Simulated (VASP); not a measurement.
## InAs: single point with PBE

InAs:

```
In As
1.0
     0.00000    2.79597    2.79597
     2.79597    0.00000    2.79597
     2.79597    2.79597    0.00000
In As
1 1
Cartesian
  4.1940 4.1940 4.1940
  0.0000 0.0000 0.0000
```

```yaml
Program: VASP 6.6.1
Task: single point
Functional: PBE
Potentials_or_basis: VASP PAW PBE potentials, release 64 (In_d, As)
Cutoff: 520 eV
k_mesh: 14 × 14 × 14
Occupations: gaussian, width 0.1 eV
Spin: no spin polarisation
Dipole_correction: no
Further_INCAR_settings: ALGO = Normal; EDIFF = 1e-06; NBANDS = 16
```

The pressure is 30.2 GPa. The band gap on the k mesh is 0.99 eV, direct.

Levels at points of the mesh, in eV from the valence-band top:
```csv
k point,band 5,band 6,band 7,band 8,band 9,band 10,band 11,band 12,band 13,band 14
"(0.00, 0.00, 0.00)",-14.87,-13.69,0.00,0.00,0.00,0.99,3.92,3.92,3.92,8.37
"(0.50, 0.00, 0.00)",-14.86,-11.33,-7.22,-1.40,-1.40,1.48,4.71,4.71,6.90,10.39
"(0.50, 0.50, 0.00)",-14.83,-10.52,-7.03,-3.26,-3.26,1.06,1.94,10.86,10.96,10.96
```

It took 30 s on 1 thread of Intel(R) Xeon(R) 6975P-C (Granite Rapids), on a shared host, peak memory 0.22 GiB.

Caveat: spin-orbit coupling is left out, which moves the levels of the heavy elements. A k mesh can miss the band edges.
